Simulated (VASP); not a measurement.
# Sc (Fm-3m) in VASP: a series of runs

Runs on Sc. Level: LDA. Tasks: single point.

Everything below comes from runs of VASP 6.6.1. Logs are shortened: lines on timing, memory, paths and dates and some standing lists are left out, and cuts for length are marked.

## 1. The cell of the first run

It takes space group Fm-3m (No. 225, cubic). Conventional cell: a = 3.789 Å, b = 3.789 Å, c = 3.789 Å, α = 90.00°, β = 90.00°, γ = 90.00°. Sc (site symmetry m-3m) has 12 Sc at 2.68 Å within 3.5 Å.

This isn't the form of Sc at room conditions, which is hcp.

## 2. Single point, LDA

Input file INCAR:

```
  ALGO = Normal
  EDIFF = 1E-6
  ENCUT = 520
  GGA = CA
  ISIF = 2
  ISMEAR = -1
  LASPH = True
  LCHARG = False
  LREAL = False
  LWAVE = False
  NBANDS = 12
  NELM = 80
  PREC = Accurate
  SIGMA = 0.08
```

Input file KPOINTS:

```
k-points
0
Gamma
  17 17 17
```

Input file POSCAR:

```
Sc
1.0
    0.0000000000      1.8943618502      1.8943618502
    1.8943618502      0.0000000000      1.8943618502
    1.8943618502      1.8943618502      0.0000000000
Sc
1
Direct
    0.0000000000      0.0000000000      0.0000000000
```

Potentials or basis: VASP PAW LDA potentials, release 64 (Sc_sv).

On the command line:

```bash
$ cat potpaw_LDA.64/Sc_sv/POTCAR > POTCAR
$ mpirun -np 1 vasp_std > vasp.out
```

OUTCAR:

```text
EDIFF = 1E-6
   ENCUT = 520
   GGA = CA
   ISIF = 2
   ISMEAR = -1
   LASPH = True
   LREAL = False
   NELM = 80
   PREC = Accurate

 ion  position               nearest neighbor table
   1  0.000  0.000  0.000-

  LATTYP: Found a face centered cubic cell.
 ALAT       =     3.7887237004

  Lattice vectors:

 A1 = (   0.0000000000,   1.8943618502,   1.8943618502)
 A2 = (   1.8943618502,   0.0000000000,   1.8943618502)
 A3 = (   1.8943618502,   1.8943618502,   0.0000000000)

Analysis of symmetry for initial positions (statically):
=====================================================================
 Subroutine PRICEL returns:
 Original cell was already a primitive cell.

 Routine SETGRP: Setting up the symmetry group for a
 face centered cubic supercell.

 Subroutine GETGRP returns: Found 48 space group operations
 (whereof 48 operations were pure point group operations)
 out of a pool of 48 trial point group operations.

The static configuration has the point symmetry O_h .

Analysis of symmetry for dynamics (positions and initial velocities):
=====================================================================
 Subroutine PRICEL returns:
 Original cell was already a primitive cell.

 Routine SETGRP: Setting up the symmetry group for a
 face centered cubic supercell.

 Subroutine GETGRP returns: Found 48 space group operations
 (whereof 48 operations were pure point group operations)
 out of a pool of 48 trial point group operations.

The dynamic configuration has the point symmetry O_h .

 Subroutine INISYM returns: Found 48 space group operations
 (whereof 48 operations are pure point group operations),
 and found     1 'primitive' translations

----------------------------------------------------------------------------------------

                                     Primitive cell

  volume of cell :      13.5962

  direct lattice vectors                    reciprocal lattice vectors
     0.000000000  1.894361850  1.894361850    -0.263941126  0.263941126  0.263941126
     1.894361850  0.000000000  1.894361850     0.263941126 -0.263941126  0.263941126
     1.894361850  1.894361850  0.000000000     0.263941126  0.263941126 -0.263941126

  length of vectors
     2.679032221  2.679032221  2.679032221     0.457159441  0.457159441  0.457159441

  position of ions in fractional coordinates (direct lattice)
     0.000000000  0.000000000  0.000000000

  ion indices of the primitive-cell ions
   primitive index   ion index
                 1           1

[... 77 lines left out ...]
   ISIF   =      2    stress and relaxation
   ISYM   =      2    0-nonsym 1-usesym 2-fastsym
   POTIM  = 0.5000    time-step for ionic-motion
   TEBEG  =    0.0;   TEEND  =   0.0 temperature during run
   PSTRESS=    0.0 pullay stress
   NELECT =      11.0000    total number of electrons
   NUPDOWN=      -1.0000    fix difference up-down
   EMIN   =  10.00;   EMAX   =-10.00  energy-range for DOS
   EFERMI =   0.00;   METHOD = LEGACY
   ISMEAR =    -1;   SIGMA  =   0.08  broadening in eV -4-tet -1-fermi 0-gaus
   EFERMI_NEDOS =   21; number of points for ismear=-14 and -15
   IALGO  =     38    algorithm
   IMIX   =      4    mixing-type and parameters
     AMIX     =   0.40;   BMIX     =  1.00
     AMIX_MAG =   1.60;   BMIX_MAG =  1.00
  volume/ion in A,a.u.               =      13.60        91.75
  Fermi-wavevector in a.u.,A,eV,Ry     =   1.525455  2.882692 31.660941  2.327014
  Thomas-Fermi vector in A             =   2.633623
   LORBIT       =      0    0 simple, 1 ext, 2 COOP (PROOUT), +10 PAW based schemes
   GGA     = CA    functional components
   LHFCALC =     F    Hartree Fock is set to
   AEXX    =    0.0000 exact exchange contribution
   IVDW    =     0    specifies the selected vdW correction
   LEPSILON=     F    determine dielectric tensor
   LRPA    =     F    only Hartree local field effects (RPA)
 non-spin polarized calculation
  energy-cutoff  :      520.00
  volume of cell :       13.60
 maximum number of plane-waves:       375
   NGX =  9   NGY =  9   NGZ =  9

 number of electron      10.9999997 magnetization

 Free energy of the ion-electron system (eV)
  ---------------------------------------------------
  ext. energy  EPLUGINS =         0.00000000
  ---------------------------------------------------
  free energy    TOTEN  =        -5.47374847 eV

  energy without entropy =       -5.45254112  energy(sigma->0) =       -5.46314480

 E-fermi :   7.7465     XC(G=0): -12.8935

 val. band max:        7.7336799496   @ k =  -0.2941   0.3529   0.1176
 cond. band min:       7.7567132234   @ k =   0.3529   0.1765   0.0000
 fundamental gap:      0.0230332739
 Fermi energy:         7.7464978734

 k-point     1 :       0.0000    0.0000    0.0000
  band No.  band energies     occupation
      1     -40.1317      2.00000
      2     -17.7056      2.00000
      3     -17.7056      2.00000
      4     -17.7056      2.00000
      5       2.5609      2.00000
      6       9.9415      0.00000
      7       9.9415      0.00000
      8       9.9415      0.00000
      9      12.8187      0.00000
     10      12.8187      0.00000
     11      24.1219      0.00000
     12      30.2214      0.00000
[... 331 lines left out ...]
 k-point    24 :      -0.1176    0.0588    0.0000
  band No.  band energies     occupation
      1     -40.0097      2.00000
      2     -18.2146      2.00000
      3     -17.8257      2.00000
      4     -17.7383      2.00000
      5       3.5205      2.00000
      6       9.2429      0.00000
      7      10.3138      0.00000
      8      10.3156      0.00000
      9      12.2635      0.00000
     10      12.8447      0.00000
     11      25.5724      0.00000
     12      26.9092      0.00000

 [... further k-points ...]

------------------------ aborting loop because EDIFF is reached ----------------------------------------

  FORCE on cell =-STRESS in cart. coord.  units (eV):
  Direction    XX          YY          ZZ          XY          YZ          ZX
  --------------------------------------------------------------------------------------
  -------------------------------------------------------------------------------------
  Total        5.2494458      5.2494458      5.2494458     -0.0000000     -0.0000000     -0.0000000
  in kB      618.5933176    618.5933176    618.5933176     -0.0000000     -0.0000000     -0.0000000
  external PRESSURE =     618.5933176 kB  Pullay stress =       0.0000000 kB

 VOLUME and BASIS-vectors are now :
 -----------------------------------------------------------------------------
  energy-cutoff  :      520.00
  volume of cell :       13.60
      direct lattice vectors                 reciprocal lattice vectors
     0.000000000  1.894361850  1.894361850    -0.263941126  0.263941126  0.263941126
     1.894361850  0.000000000  1.894361850     0.263941126 -0.263941126  0.263941126
     1.894361850  1.894361850  0.000000000     0.263941126  0.263941126 -0.263941126

 POSITION                                       TOTAL-FORCE (eV/Angst)
 -----------------------------------------------------------------------------------
      0.00000      0.00000      0.00000        -0.000000     -0.000000     -0.000000
 -----------------------------------------------------------------------------------
    total drift:                               -0.000000     -0.000000     -0.000000

  FREE ENERGIE OF THE ION-ELECTRON SYSTEM (eV)
  ---------------------------------------------------
  free  energy   TOTEN  =        -5.4737484711 eV

  energy  without entropy=       -5.4525411217  energy(sigma->0) =       -5.46314480
```

stdout:

```text
POSCAR found type information on POSCAR Sc
 POSCAR found :  1 types and       1 ions
 scaLAPACK will be used
 LDA part: xc-table for (Slater(with rela. corr.)+CA(PZ))
 , standard interpolation
 POSCAR, INCAR and KPOINTS ok, starting setup
 FFT: planning ... GRIDC
 FFT: planning ... GRID_SOFT
 FFT: planning ... GRID
 WAVECAR not read
 entering main loop
```

Run time: 23 s. Hardware: 1 thread of AMD EPYC 7R43 (Zen 3), shared host; peak memory 0.1 GiB.

Results:

```
Free energy            : -5.4737 eV
Pressure               : 61.9 GPa
Band gap on the k mesh : zero (an odd number of electrons rules out a gap without spin polarisation)
```

Caveat: the cell stands under pressure.

## 3. Single point, LDA

Input file INCAR:

```
  PREC = Accurate
  ENCUT = 520
  EDIFF = 1E-6
  ISMEAR = -1
  SIGMA = 0.08
  LREAL = False
  LASPH = True
  NELM = 80
  ALGO = Normal
  ISIF = 2
  LWAVE = False
  LCHARG = True
  LELF = True
  LVHAR = True
  NBANDS = 12
```

Input file KPOINTS:

```
Automatic mesh
0
Gamma
  17 17 17
```

Input file POSCAR:

```
Sc
1.0
    0.0000000000      1.8939998726      1.8939998726
    1.8939998726      0.0000000000      1.8939998726
    1.8939998726      1.8939998726      0.0000000000
Sc
1
Direct
    0.0000000000      0.0000000000      0.0000000000
```

Potentials or basis: VASP PAW LDA potentials, release 64 (Sc_sv).

On the command line:

```bash
$ cat potpaw_LDA.64/Sc_sv/POTCAR > POTCAR
$ mpirun -np 1 vasp_std > vasp.out
```

Wall time 22 s (1 thread of AMD EPYC 7R43 (Zen 3), shared host); peak memory 0.1 GiB.

Results (log left out):

- Free energy: -5.4707 eV
- Pressure: 62.0 GPa
- Band gap on the k mesh: zero (an odd number of electrons rules out a gap without spin polarisation)

Levels at points of the mesh, in eV from the Fermi level:
```
           k point  band 3  band 4  band 5  band 6  band 7  band 8
(0.00, 0.00, 0.00)  -25.45  -25.45   -5.18    2.20    2.20    2.20
```

Caveat: the cell stands under pressure.
